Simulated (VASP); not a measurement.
# Ag in VASP: a series of runs

Runs on Ag. Level: r2SCAN. Tasks: single point.

Everything below comes from runs of VASP 6.6.1. Logs are shortened: lines on timing, memory, paths and dates and some standing lists are left out, and cuts for length are marked.

## Step 1: The cell of the first run

The cell holds a slab with vacuum, 5 atoms: a = 2.902 Å, b = 2.902 Å, c = 24.478 Å, α = 90.00°, β = 90.00°, γ = 120.00°.

## Step 2: Single point, r2SCAN

File POSCAR:

```
Ag
1.0
    2.9020758515      0.0000000000      0.0000000000
   -1.4510379258      2.5132714111      0.0000000000
    0.0000000000      0.0000000000     24.4781400414
Ag
5
Direct
    0.6666666667      0.3333333333      0.3063958286
    0.3333333333      0.6666666667      0.4031979143
    0.0000000000      0.0000000000      0.5000000000
    0.6666666667      0.3333333333      0.5968020857
    0.3333333333      0.6666666667      0.6936041714
```

File INCAR.step1:

```
ALGO = Normal
DIPOL = 0.5 0.5 0.500
EDIFF = 1E-4
ENCUT = 520
GGA = PE
IDIPOL = 3
ISMEAR = 0
LASPH = True
LCHARG = False
LDIPOL = True
LREAL = False
LWAVE = True
NBANDS = 36
NELM = 60
PREC = Accurate
SIGMA = 0.1
```

File INCAR.step2:

```
ALGO = Normal
DIPOL = 0.5 0.5 0.500
EDIFF = 1E-6
ENCUT = 520
IDIPOL = 3
ISIF = 2
ISMEAR = 0
ISTART = 1
LASPH = True
LCHARG = True
LDIPOL = True
LELF = True
LMIXTAU = True
LREAL = False
LVACPOTAV = True
LVHAR = True
LWAVE = False
METAGGA = R2SCAN
NBANDS = 36
NELM = 60
PREC = Accurate
SIGMA = 0.1
```

File KPOINTS:

```
k-points
0
Gamma
  2 2 1
```

Potentials or basis: VASP PAW PBE potentials, release 64 (Ag).

Started as:

```bash
> cat potpaw_PBE.64/Ag/POTCAR > POTCAR
> cp INCAR.step1 INCAR
> mpirun -np 1 vasp_std > vasp.out
> cp INCAR.step2 INCAR
> mpirun -np 1 vasp_std > vasp.out
```

OUTCAR:

```text
EDIFF = 1E-6
   ENCUT = 520
   ISIF = 2
   ISMEAR = 0
   ISTART = 1
   LASPH = True
   LREAL = False
   METAGGA = R2SCAN
   NELM = 60
   PREC = Accurate

 ion  position               nearest neighbor table
   1  0.667  0.333  0.306-   2 2.90   2 2.90   2 2.90
   2  0.333  0.667  0.403-   1 2.90   1 2.90   3 2.90   3 2.90   3 2.90   1 2.90
   3  0.000  0.000  0.500-   2 2.90   4 2.90   4 2.90   2 2.90   4 2.90   2 2.90
   4  0.667  0.333  0.597-   5 2.90   5 2.90   3 2.90   3 2.90   3 2.90   5 2.90
   5  0.333  0.667  0.694-   4 2.90   4 2.90   4 2.90

  LATTYP: Found a hexagonal cell.
 ALAT       =     2.9020758515
 C/A-ratio  =     8.4347002952

  Lattice vectors:

 A1 = (   2.9020758515,   0.0000000000,   0.0000000000)
 A2 = (  -1.4510379258,   2.5132714111,   0.0000000000)
 A3 = (   0.0000000000,   0.0000000000,  24.4781400414)

Analysis of symmetry for initial positions (statically):
=====================================================================
 Subroutine PRICEL returns:
 Original cell was already a primitive cell.

 Routine SETGRP: Setting up the symmetry group for a
 hexagonal supercell.

 Subroutine GETGRP returns: Found 12 space group operations
 (whereof 12 operations were pure point group operations)
 out of a pool of 24 trial point group operations.

The static configuration has the point symmetry D_3d.

Analysis of symmetry for dynamics (positions and initial velocities):
=====================================================================
 Subroutine PRICEL returns:
 Original cell was already a primitive cell.

 Routine SETGRP: Setting up the symmetry group for a
 hexagonal supercell.

 Subroutine GETGRP returns: Found 12 space group operations
 (whereof 12 operations were pure point group operations)
 out of a pool of 24 trial point group operations.

The dynamic configuration has the point symmetry D_3d.

 Subroutine INISYM returns: Found 12 space group operations
 (whereof 12 operations are pure point group operations),
 and found     1 'primitive' translations

----------------------------------------------------------------------------------------

                                     Primitive cell

  volume of cell :     178.5363

  direct lattice vectors                    reciprocal lattice vectors
     2.902075851  0.000000000  0.000000000     0.344580931  0.198943894  0.000000000
    -1.451037926  2.513271411  0.000000000     0.000000000  0.397887787  0.000000000
     0.000000000  0.000000000 24.478140041     0.000000000  0.000000000  0.040852777

  length of vectors
     2.902075851  2.902075852 24.478140041     0.397887787  0.397887787  0.040852777

  position of ions in fractional coordinates (direct lattice)
     0.666666667  0.333333333  0.306395829
     0.333333333  0.666666667  0.403197914
     0.000000000  0.000000000  0.500000000
     0.666666667  0.333333333  0.596802086
     0.333333333  0.666666667  0.693604171

  ion indices of the primitive-cell ions
   primitive index   ion index
                 1           1
                 2           2
                 3           3
                 4           4
                 5           5

----------------------------------------------------------------------------------------

 KPOINTS: k-points

Automatic generation of k-mesh.
 Grid dimensions read from file:
 generate k-points for:    2    2    1

 Generating k-lattice:

  Cartesian coordinates                     Fractional coordinates (reciprocal lattice)
     0.172290466  0.099471947  0.000000000     0.500000000  0.000000000  0.000000000
     0.000000000  0.198943894  0.000000000     0.000000000  0.500000000  0.000000000
     0.000000000  0.000000000  0.040852777     0.000000000  0.000000000  1.000000000

  Length of vectors
     0.198943894  0.198943894  0.040852777

  Shift w.r.t. Gamma in fractional coordinates (k-lattice)
     0.000000000  0.000000000  0.000000000

 Subroutine IBZKPT returns following result:
 ===========================================

 Found      2 irreducible k-points:

 Following reciprocal coordinates:
            Coordinates               Weight
  0.000000  0.000000  0.000000      1.000000
  0.500000  0.000000  0.000000      3.000000
   k-points           NKPTS =      2   k-points in BZ     NKDIM =      2   number of bands    NBANDS=     36
   number of dos      NEDOS =    301   number of ions     NIONS =      5
   total plane-waves  NPLWV = 110592
   dimension x,y,z NGX =    24 NGY =   24 NGZ =  192
   dimension x,y,z NGXF=    48 NGYF=   48 NGZF=  384
   ions per type =               5
   NGX,Y,Z   is equivalent  to a cutoff of  13.75, 13.75, 13.04 a.u.
   NGXF,Y,Z  is equivalent  to a cutoff of  27.50, 27.50, 26.08 a.u.
 SYSTEM =  unknown system
   PREC   = accura    normal or accurate (medium, high low for compatibility)
   ISTART =      1    job   : 0-new  1-cont  2-samecut
   ICHARG =      0    charge: 1-file 2-atom 10-const
   ISPIN  =      1    spin polarized calculation?
   LNONCOLLINEAR =      F non collinear calculations
   LSORBIT =      F    spin-orbit coupling
   LASPH  =      T    aspherical Exc in radial PAW
   ENCUT  =  520.0 eV  38.22 Ry    6.18 a.u.   5.40  5.40 45.51*2*pi/ulx,y,z
   NELM   =     60;   NELMIN=  2; NELMDL=  0     # of ELM steps
   EDIFF  = 0.1E-05   stopping-criterion for ELM
   LREAL  =      F    real-space projection
   EDIFFG = 0.1E-04   stopping-criterion for IOM
   NSW    =      0    number of steps for IOM
   IBRION =     -1    ionic relax: 0-MD 1-quasi-New 2-CG
   NFREE  =      0    steps in history (QN), initial steepest desc. (CG)
   ISIF   =      2    stress and relaxation
   ISYM   =      2    0-nonsym 1-usesym 2-fastsym
   POTIM  = 0.5000    time-step for ionic-motion
   TEBEG  =    0.0;   TEEND  =   0.0 temperature during run
   PSTRESS=    0.0 pullay stress
   NELECT =      55.0000    total number of electrons
   NUPDOWN=      -1.0000    fix difference up-down
   EMIN   =  10.00;   EMAX   =-10.00  energy-range for DOS
   EFERMI =   0.00;   METHOD = LEGACY
   ISMEAR =     0;   SIGMA  =   0.10  broadening in eV -4-tet -1-fermi 0-gaus
   EFERMI_NEDOS =   21; number of points for ismear=-14 and -15
   IALGO  =     38    algorithm
   IMIX   =      4    mixing-type and parameters
     AMIX     =   0.40;   BMIX     =  1.00
     AMIX_MAG =   1.60;   BMIX_MAG =  1.00
  volume/ion in A,a.u.               =      35.71       240.96
  Fermi-wavevector in a.u.,A,eV,Ry     =   1.105656  2.089388 16.632798  1.222476
  Thomas-Fermi vector in A             =   2.242147
   LORBIT       =      0    0 simple, 1 ext, 2 COOP (PROOUT), +10 PAW based schemes
   METAGGA = R2SCAN    functional components
   LHFCALC =     F    Hartree Fock is set to
   AEXX    =    0.0000 exact exchange contribution
   IVDW    =     0    specifies the selected vdW correction
   LEPSILON=     F    determine dielectric tensor
   LRPA    =     F    only Hartree local field effects (RPA)
 non-spin polarized calculation
 Gauss-broadening in eV      SIGMA  =   0.10
  energy-cutoff  :      520.00
  volume of cell :      178.54
 maximum number of plane-waves:      4879
 NGX is ok and might be reduce to    24
   NGX = 11   NGY = 11   NGZ = 91

 dipolmoment           0.000000      0.000000      0.000000 electrons x Angstroem

 number of electron      55.0000001 magnetization

 dipolmoment           0.000000      0.000000     -0.000000 electrons x Angstroem

 Free energy of the ion-electron system (eV)
  ---------------------------------------------------
  ext. energy  EPLUGINS =         0.00000000
  ---------------------------------------------------
  free energy    TOTEN  =      -100.14798945 eV

  energy without entropy =     -100.10941581  energy(sigma->0) =     -100.12870263

 E-fermi :   1.5784     XC(G=0):  -6.8830

 val. band max:        1.3033376074   @ k =   0.0000   0.0000   0.0000
 cond. band min:       1.6088677780   @ k =   0.5000   0.0000   0.0000
 fundamental gap:      0.3055301706
 Fermi energy:         1.5784140055

 k-point     1 :       0.0000    0.0000    0.0000
  band No.  band energies     occupation
      1      -6.6475      2.00000
      2      -6.0369      2.00000
      3      -5.5514      2.00000
      4      -5.4305      2.00000
      5      -5.4186      2.00000
      6      -4.0898      2.00000
      7      -4.0803      2.00000
      8      -4.0803      2.00000
      9      -4.0660      2.00000
     10      -4.0137      2.00000
     11      -4.0137      2.00000
     12      -3.9996      2.00000
     13      -3.9996      2.00000
     14      -3.9198      2.00000
     15      -3.9198      2.00000
     16      -3.8649      2.00000
     17      -3.8649      2.00000
     18      -3.4006      2.00000
     19      -3.0512      2.00000
     20      -3.0512      2.00000
     21      -3.0368      2.00000
     22      -3.0368      2.00000
     23      -2.7553      2.00000
     24      -2.7552      2.00000
     25      -2.5058      2.00000
     26      -2.5058      2.00000
     27      -2.3106      2.00000
     28      -2.3106      2.00000
     29      -1.7930      2.00000
     30       0.4105      2.00000
     31       1.3033      1.99990
     32       5.8888      0.00000
     33       6.9940      0.00000
     34       7.2302      0.00000
     35       8.7071      0.00000
     36       8.9130      0.00000

 k-point     2 :       0.5000    0.0000    0.0000
  band No.  band energies     occupation
      1      -5.6249      2.00000
      2      -5.4884      2.00000
      3      -5.4329      2.00000
      4      -5.4099      2.00000
      5      -5.2192      2.00000
      6      -5.1462      2.00000
      7      -5.0563      2.00000
      8      -4.4103      2.00000
      9      -4.2318      2.00000
     10      -4.1405      2.00000
     11      -3.9641      2.00000
     12      -3.6282      2.00000
     13      -3.2702      2.00000
     14      -3.1677      2.00000
     15      -3.0629      2.00000
     16      -2.6544      2.00000
     17      -2.6303      2.00000
     18      -2.5090      2.00000
     19      -2.3550      2.00000
     20      -2.2709      2.00000
     21      -2.2708      2.00000
     22      -2.1916      2.00000
     23      -2.1895      2.00000
     24      -2.1873      2.00000
     25      -2.1001      2.00000
     26       0.9582      2.00000
     27       1.6089      0.66670
     28       2.1527      0.00000
     29       2.4863      0.00000
     30       2.7145      0.00000
     31       4.9442      0.00000
     32       5.6002      0.00000
     33       6.2644      0.00000
     34       7.2382      0.00000
     35       8.2902      0.00000
     36       9.4011      0.00000

------------------------ aborting loop because EDIFF is reached ----------------------------------------

  FORCE on cell =-STRESS in cart. coord.  units (eV):
  Direction    XX          YY          ZZ          XY          YZ          ZX
  --------------------------------------------------------------------------------------
  -------------------------------------------------------------------------------------
  Total        5.4045855      5.4045855      0.7087061     -0.0000000      0.0000000     -0.0000000
  in kB       48.5005214     48.5005214      6.3598984     -0.0000000      0.0000000     -0.0000000
  external PRESSURE =      34.4536471 kB  Pullay stress =       0.0000000 kB

 VOLUME and BASIS-vectors are now :
 -----------------------------------------------------------------------------
  energy-cutoff  :      520.00
  volume of cell :      178.54
      direct lattice vectors                 reciprocal lattice vectors
     2.902075851  0.000000000  0.000000000     0.344580931  0.198943894  0.000000000
    -1.451037926  2.513271411  0.000000000     0.000000000  0.397887787  0.000000000
     0.000000000  0.000000000 24.478140041     0.000000000  0.000000000  0.040852777

 POSITION                                       TOTAL-FORCE (eV/Angst)
 -----------------------------------------------------------------------------------
      1.45104      0.83776      7.50000        -0.000000     -0.000000     -0.205682
     -0.00000      1.67551      9.86954         0.000000     -0.000000      0.255841
      0.00000      0.00000     12.23907        -0.000000      0.000000      0.000000
      1.45104      0.83776     14.60861        -0.000000      0.000000     -0.255841
     -0.00000      1.67551     16.97814         0.000000      0.000000      0.205682
 -----------------------------------------------------------------------------------
    total drift:                               -0.000000      0.000000      0.000000

  FREE ENERGIE OF THE ION-ELECTRON SYSTEM (eV)
  ---------------------------------------------------
  free  energy   TOTEN  =      -100.1479894543 eV

  energy  without entropy=     -100.1094158139  energy(sigma->0) =     -100.12870263

 vacuum level on the upper side and lower side of the slab         7.036         7.036
```

Wall time 2.7 min (1 thread of Intel Xeon 6975P-C (Granite Rapids), shared host); peak memory 0.34 GiB.

Results:

```yaml
Free_energy: -100.1480 eV
Largest_force: 0.256 eV/Å
Band_gap_on_the_k_mesh: zero (an odd number of electrons rules out a gap without spin polarisation)
```

Forces on the atoms (eV/Å):
```
Ag   0.000  0.000 -0.206
Ag   0.000  0.000  0.256
Ag   0.000  0.000  0.000
Ag   0.000  0.000 -0.256
Ag   0.000  0.000  0.206
```

Caveat: the k points lie up to 1.25 Å⁻¹ apart, too coarse for converged energies and pressures of a metal; the PAW data sets were made with another functional, which shifts forces and pressure a little.

[end of part 1 of 3]
